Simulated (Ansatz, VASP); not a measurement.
# InOsF in VASP and in Ansatz

```
Os F In
1.0
     3.69611    0.00000    0.00000
     0.00000    3.69611    0.00000
     0.00000    0.00000    6.71136
Os F In
2 2 2
Direct
  0.00000 0.50000 0.19500
  0.50000 0.00000 0.80500
  0.00000 0.00000 0.00000
  0.50000 0.50000 0.00000
  0.00000 0.50000 0.65000
  0.50000 0.00000 0.35000
```

Alike in both runs: task single point; functional r2SCAN; k mesh 7 × 7 × 4; occupations methfessel-paxton of order 1, width 0.0638 eV; no spin polarisation.

|  | VASP | Ansatz |
| --- | --- | --- |
| version | VASP 6.6.1 | Ansatz 0.2.0 |
| potentials or method | VASP PAW PBE potentials, release 64 (Os, F, In_d), cutoff 520 eV | PAW plane waves |
| valence electrons in the cell | 56 | 72 |

Ansatz gave:

| Item | Value |
| --- | --- |
| pressure (GPa) | 2.7 |
| traceless stress, the component that is largest in VASP (GPa) | 10.28 |
| rms of the force components (eV/Å) | 1.095 |

Task: What did VASP give for the same quantities?

Result: Pressure (GPa): 3.1; traceless stress, the component that is largest in VASP (GPa): 10.15; rms of the force components (eV/Å): 1.114.

VASP's potentials were made for PBE, not for r2SCAN. Atom by atom the forces differ by 0.019 eV/Å (rms over components). With one functional, cell and mesh, what is left measures potentials, basis and numerics. VASP's potentials hold 56 valence electrons a cell and Ansatz's 72, so a difference there can come from the potentials and not from the codes.

Neither program's run includes spin-orbit coupling.
